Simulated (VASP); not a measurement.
# KTaO3 in VASP: further runs, part 2 of 3

VASP 6.6.1.

**4. Single point, PBE (shear xy strain -1.5%)**

INCAR

```
ALGO     = Normal         # electronic algorithm
EDIFF    = 1E-7           # SCF threshold, eV
ENCUT    = 520            # plane-wave cutoff, eV
GGA      = PE             # functional
ISIF     = 2              # what is computed and relaxed
ISMEAR   = -1             # smearing method
LASPH    = T              # aspherical terms in the spheres
LCHARG   = F              # write CHGCAR
LREAL    = F              # projectors in reciprocal space
LWAVE    = F              # write WAVECAR
NBANDS   = 27             # bands
NELM     = 60             # most SCF steps
PREC     = Accurate       # precision mode
SIGMA    = 0.02           # smearing width, eV
```

KPOINTS

```
k-points
0
Gamma
  6 6 6
```

POSCAR

```
KTaO3
1.0
    3.9901311030     -0.0299259833      0.0000000000
   -0.0299259833      3.9901311030      0.0000000000
    0.0000000000      0.0000000000      3.9901311030
K Ta O
1 1 3
Direct
    0.0000000000      0.0000000000      0.0000000000
    0.5000000000      0.5000000000      0.5000000000
    0.5000000000      0.5000000000      0.0000000000
    0.5000000000      0.0000000000      0.5000000000
    0.0000000000      0.5000000000      0.5000000000
```

Potentials or basis: VASP PAW PBE potentials, release 64 (K_sv, Ta_pv, O).

On the command line:

```console
$ cat potpaw_PBE.64/K_sv/POTCAR potpaw_PBE.64/Ta_pv/POTCAR potpaw_PBE.64/O/POTCAR > POTCAR
$ mpirun -np 1 vasp_std > vasp.out
```

OUTCAR:

```text
EDIFF = 1E-7
   ENCUT = 520
   GGA = PE
   ISIF = 2
   ISMEAR = -1
   LASPH = T
   LREAL = F
   NELM = 60
   PREC = Accurate

 ion  position               nearest neighbor table
   1  0.000  0.000  0.000-   3 2.80   3 2.80   5 2.82   4 2.82   5 2.82   5 2.82   5 2.82   4 2.82
                             4 2.82   4 2.82   3 2.84   3 2.84   2 3.44   2 3.44   2 3.44   2 3.44
   2  0.500  0.500  0.500-   3 2.00   3 2.00   5 2.00   4 2.00   4 2.00   5 2.00   1 3.44   1 3.44
                             1 3.44   1 3.44   1 3.47   1 3.47   1 3.47   1 3.47
   3  0.500  0.500  0.000-   2 2.00   2 2.00   1 2.80   1 2.80   1 2.84   1 2.84
   4  0.500  0.000  0.500-   2 2.00   2 2.00   1 2.82   1 2.82   1 2.82   1 2.82
   5  0.000  0.500  0.500-   2 2.00   2 2.00   1 2.82   1 2.82   1 2.82   1 2.82

  LATTYP: Found a base centered orthorhombic cell.
 ALAT       =     5.6005757901
 B/A-ratio  =     1.0151133501
 C/A-ratio  =     0.7124501574

  Lattice vectors:

 A1 = (   3.9901311030,  -0.0299259833,   0.0000000000)
 A2 = (  -0.0299259833,   3.9901311030,   0.0000000000)
 A3 = (   0.0000000000,   0.0000000000,   3.9901311030)

Analysis of symmetry for initial positions (statically):
=====================================================================
 Subroutine PRICEL returns:
 Original cell was already a primitive cell.

 Routine SETGRP: Setting up the symmetry group for a
 base centered orthorhombic supercell.

 Subroutine GETGRP returns: Found  8 space group operations
 (whereof  8 operations were pure point group operations)
 out of a pool of  8 trial point group operations.

The static configuration has the point symmetry D_2h.

Analysis of symmetry for dynamics (positions and initial velocities):
=====================================================================
 Subroutine PRICEL returns:
 Original cell was already a primitive cell.

 Routine SETGRP: Setting up the symmetry group for a
 base centered orthorhombic supercell.

 Subroutine GETGRP returns: Found  8 space group operations
 (whereof  8 operations were pure point group operations)
 out of a pool of  8 trial point group operations.

The dynamic configuration has the point symmetry D_2h.

 Subroutine INISYM returns: Found  8 space group operations
 (whereof  8 operations are pure point group operations),
 and found     1 'primitive' translations

----------------------------------------------------------------------------------------

                                     Primitive cell

  volume of cell :      63.5239

  direct lattice vectors                    reciprocal lattice vectors
     3.990131103 -0.029925983  0.000000000     0.250632430  0.001879743  0.000000000
    -0.029925983  3.990131103  0.000000000     0.001879743  0.250632430  0.000000000
     0.000000000  0.000000000  3.990131103     0.000000000  0.000000000  0.250618332

  length of vectors
     3.990243324  3.990243324  3.990131103     0.250639479  0.250639479  0.250618332

  position of ions in fractional coordinates (direct lattice)
     0.000000000  0.000000000  0.000000000
     0.500000000  0.500000000  0.500000000
     0.500000000  0.500000000  0.000000000
     0.500000000  1.000000000  0.500000000
[... 33 lines left out ...]

 Found     52 irreducible k-points:

 Following reciprocal coordinates:
            Coordinates               Weight
  0.000000  0.000000  0.000000      1.000000
  0.166667  0.000000  0.000000      4.000000
  0.333333  0.000000  0.000000      4.000000
  0.500000  0.000000  0.000000      2.000000
  0.166667  0.166667  0.000000      2.000000
  0.333333  0.166667  0.000000      4.000000
[... 16 lines left out ...]
  0.333333  0.333333  0.166667      4.000000
  0.500000  0.333333  0.166667      8.000000
 [... further k-points ...]
   k-points           NKPTS =     52   k-points in BZ     NKDIM =     52   number of bands    NBANDS=     27
   number of dos      NEDOS =    301   number of ions     NIONS =      5
   total plane-waves  NPLWV =  27000
   dimension x,y,z NGX =    30 NGY =   30 NGZ =   30
   dimension x,y,z NGXF=    60 NGYF=   60 NGZF=   60
   ions per type =               1   1   3
   NGX,Y,Z   is equivalent  to a cutoff of  12.50, 12.50, 12.50 a.u.
   NGXF,Y,Z  is equivalent  to a cutoff of  25.00, 25.00, 25.00 a.u.
 SYSTEM =  unknown system
   PREC   = accura    normal or accurate (medium, high low for compatibility)
   ISTART =      0    job   : 0-new  1-cont  2-samecut
   ICHARG =      2    charge: 1-file 2-atom 10-const
   ISPIN  =      1    spin polarized calculation?
   LNONCOLLINEAR =      F non collinear calculations
   LSORBIT =      F    spin-orbit coupling
   LASPH  =      T    aspherical Exc in radial PAW
   ENCUT  =  520.0 eV  38.22 Ry    6.18 a.u.   7.42  7.42  7.42*2*pi/ulx,y,z
   NELM   =     60;   NELMIN=  2; NELMDL= -5     # of ELM steps
   EDIFF  = 0.1E-06   stopping-criterion for ELM
   LREAL  =      F    real-space projection
   EDIFFG = 0.1E-05   stopping-criterion for IOM
   NSW    =      0    number of steps for IOM
   IBRION =     -1    ionic relax: 0-MD 1-quasi-New 2-CG
   NFREE  =      0    steps in history (QN), initial steepest desc. (CG)
   ISIF   =      2    stress and relaxation
   ISYM   =      2    0-nonsym 1-usesym 2-fastsym
   POTIM  = 0.5000    time-step for ionic-motion
   TEBEG  =    0.0;   TEEND  =   0.0 temperature during run
   PSTRESS=    0.0 pullay stress
   NELECT =      38.0000    total number of electrons
   NUPDOWN=      -1.0000    fix difference up-down
   EMIN   =  10.00;   EMAX   =-10.00  energy-range for DOS
   EFERMI =   0.00;   METHOD = LEGACY
   ISMEAR =    -1;   SIGMA  =   0.02  broadening in eV -4-tet -1-fermi 0-gaus
   EFERMI_NEDOS =   21; number of points for ismear=-14 and -15
   IALGO  =     38    algorithm
   IMIX   =      4    mixing-type and parameters
     AMIX     =   0.40;   BMIX     =  1.00
     AMIX_MAG =   1.60;   BMIX_MAG =  1.00
  volume/ion in A,a.u.               =      12.70        85.74
  Fermi-wavevector in a.u.,A,eV,Ry     =   1.379400  2.606689 25.888423  1.902745
  Thomas-Fermi vector in A             =   2.504373
   LORBIT       =      0    0 simple, 1 ext, 2 COOP (PROOUT), +10 PAW based schemes
   GGA     = PE    functional components
   LHFCALC =     F    Hartree Fock is set to
   AEXX    =    0.0000 exact exchange contribution
   IVDW    =     0    specifies the selected vdW correction
   LEPSILON=     F    determine dielectric tensor
   LRPA    =     F    only Hartree local field effects (RPA)
 non-spin polarized calculation
  energy-cutoff  :      520.00
  volume of cell :       63.52
 maximum number of plane-waves:      1743
 NGX is ok and might be reduce to    30
   NGX = 15   NGY = 15   NGZ = 15

 number of electron      37.9999976 magnetization

 Free energy of the ion-electron system (eV)
  ---------------------------------------------------
  ext. energy  EPLUGINS =         0.00000000
  ---------------------------------------------------
  free energy    TOTEN  =       -41.02771842 eV

  energy without entropy =      -41.02771842  energy(sigma->0) =      -41.02771842

 E-fermi :   2.3527     XC(G=0): -10.8670

 val. band max:        1.7994614249   @ k =   0.5000   0.5000   0.5000
 cond. band min:       3.9426475488   @ k =   0.0000   0.0000   0.0000
 fundamental gap:      2.1431861239
 Fermi energy:         2.3526605882

 k-point     1 :       0.0000    0.0000    0.0000
  band No.  band energies     occupation
      1     -32.3451      2.00000
      2     -32.3383      2.00000
      3     -32.3312      2.00000
      4     -25.5309      2.00000
      5     -15.7532      2.00000
      6     -15.0475      2.00000
[... 709 lines left out ...]
     26      12.2597      0.00000
     27      12.4238      0.00000

 [... further k-points ...]

------------------------ aborting loop because EDIFF is reached ----------------------------------------

  FORCE on cell =-STRESS in cart. coord.  units (eV):
  Direction    XX          YY          ZZ          XY          YZ          ZX
  --------------------------------------------------------------------------------------
  -------------------------------------------------------------------------------------
  Total        2.2978588      2.2978588      2.2964546      0.5981254      0.0000000      0.0000000
  in kB       57.9557920     57.9557920     57.9203766     15.0857103      0.0000000      0.0000000
  external PRESSURE =      57.9439869 kB  Pullay stress =       0.0000000 kB

 VOLUME and BASIS-vectors are now :
 -----------------------------------------------------------------------------
  energy-cutoff  :      520.00
  volume of cell :       63.52
      direct lattice vectors                 reciprocal lattice vectors
     3.990131103 -0.029925983  0.000000000     0.250632430  0.001879743  0.000000000
    -0.029925983  3.990131103  0.000000000     0.001879743  0.250632430  0.000000000
     0.000000000  0.000000000  3.990131103     0.000000000  0.000000000  0.250618332

 POSITION                                       TOTAL-FORCE (eV/Angst)
 -----------------------------------------------------------------------------------
      0.00000      0.00000      0.00000         0.000000      0.000000      0.000000
      1.98010      1.98010      1.99507        -0.000000     -0.000000      0.000000
      1.98010      1.98010      0.00000         0.000000      0.000000      0.000000
      1.99507     -0.01496      1.99507         0.000000      0.000000      0.000000
     -0.01496      1.99507      1.99507         0.000000      0.000000      0.000000
 -----------------------------------------------------------------------------------
    total drift:                                0.000000      0.000000     -0.000000

  FREE ENERGIE OF THE ION-ELECTRON SYSTEM (eV)
  ---------------------------------------------------
  free  energy   TOTEN  =       -41.0277184193 eV

  energy  without entropy=      -41.0277184193  energy(sigma->0) =      -41.02771842
```

It took 2.3 min on 1 thread of Intel Xeon 8259CL, shared host; peak memory 0.23 GiB.

What came out:

| Item | Value |
| --- | --- |
| Free energy | -41.0277 eV |
| Pressure | 5.8 GPa |
| Band gap on the k mesh | 2.14 eV (least direct gap 2.74 eV) |

Caveat: the cell differs from its parent crystal (shear xy strain -1.5%); the cell stands under pressure; spin-orbit coupling is left out, which moves the levels of the heavy elements. A k mesh can miss the band edges.

(Part 2 of 3 ends here.)
